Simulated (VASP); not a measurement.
Here is a VASP 6.6.1 calculation.

Contents of INCAR:

```
SYSTEM = CuO
PREC = Accurate
ENCUT = 820
EDIFF = 1E-6
ISMEAR = -1
SIGMA = 0.05
LREAL = .False.
LASPH = .True.
NELM = 120
ALGO = Normal
ISIF = 2
LWAVE = .False.
LCHARG = .True.
GGA = PS
LELF = .True.
LVHAR = .True.
NBANDS = 46
GGA_COMPAT = .False.
```

File KPOINTS:

```
regular mesh
0
Gamma
  7 7 7
  0 0 0
```

POSCAR

```
CuO
1.0
    4.1069998943      0.0000000000      0.0000000000
    0.0000000000      4.1069998943      0.0000000000
    0.0000000000      0.0000000000      3.8402416612
Cu O
3 3
Direct
    0.5000000000      0.0000000000      0.5000000000
    0.0000000000      0.5000000000      0.5000000000
    0.0000000000      0.0000000000      0.0000000000
    0.0000000000      0.0000000000      0.5000000000
    0.5000000000      0.0000000000      0.0000000000
    0.0000000000      0.5000000000      0.0000000000
```

Potentials or basis: VASP PAW PBE potentials, release 64 (Cu_sv_GW, O).

Command:

```bash
$ cat potpaw_PBE.64/Cu_sv_GW/POTCAR potpaw_PBE.64/O/POTCAR > POTCAR
$ mpirun -np 1 vasp_std > vasp.out
```

**Question.** Estimate the band gap on the k mesh.

**Answer.** Zero (an odd number of electrons rules out a gap without spin polarisation).

**Question.** What does it give for the pressure?

**Answer.** -0.6 GPa.

Stress tensor (GPa, compression positive):
```
-0.65  0.00  0.00
 0.00 -0.65  0.00
 0.00  0.00 -0.51
```

Caveat: the PAW data sets were made with another functional, which shifts forces and pressure a little; an odd number of electrons without spin polarisation forces a metal; a magnetic or distorted state may lie lower; semilocal functionals often make such compounds metallic where correlation or magnetic order opens a gap, which also shifts bond lengths. With open d or f shells a metallic result of PBEsol can be an artefact of self-interaction; +U or a hybrid may open a gap.
